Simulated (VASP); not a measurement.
Set up this calculation in VASP 6.6.1, as the native input.

```
Task                   : single point
Functional             : PBEsol
Dispersion             : D3(BJ)
Potentials or basis    : VASP PAW PBE potentials, release 64 (Pt)
Cutoff                 : 520 eV
k mesh                 : 20 × 20 × 20
Occupations            : fermi-dirac, width 0.05 eV
Spin                   : no spin polarisation
Dipole correction      : no
Further INCAR settings : ALGO = Normal; EDIFF = 1e-06; NBANDS = 11
```

The structure of Pt lies in POSCAR:

```
Pt
1.0
    0.0000000000      1.9609000000      1.9609000000
    1.9609000000      0.0000000000      1.9609000000
    1.9609000000      1.9609000000      0.0000000000
Pt
1
Direct
    0.0000000000      0.0000000000      0.0000000000
```

The input as run:

INCAR

```
PREC = Accurate
ENCUT = 520
EDIFF = 1E-6
ISMEAR = -1
SIGMA = 0.05
LREAL = False
LASPH = True
NELM = 80
ALGO = Normal
ISIF = 2
LWAVE = False
LCHARG = False
GGA = PS
IVDW = 12
NBANDS = 11
```

KPOINTS

```
Automatic mesh
0
Gamma
  20 20 20
```

Potentials or basis: VASP PAW PBE potentials, release 64 (Pt).

Command:

```sh
$ cat potpaw_PBE.64/Pt/POTCAR > POTCAR
$ mpirun -np 1 vasp_std > vasp.out
```

It gave:

```yaml
Pressure: -9.2 GPa
Band_gap_on_the_k_mesh: zero (band 5 reaches 11.60 eV, above the bottom of band 6 at 9.36 eV)
Dispersion_energy_per_atom: -0.749 eV
```

Caveat: three body term missing; the PAW data sets were made with another functional, which shifts forces and pressure a little; spin-orbit coupling is left out, which moves the levels of the heavy elements; pairwise dispersion overbinds metals, which lowers pressure and volume.

It took 14 s on 1 thread of Intel(R) Xeon(R) 6975P-C (Granite Rapids), on a shared host, peak memory 0.18 GiB.
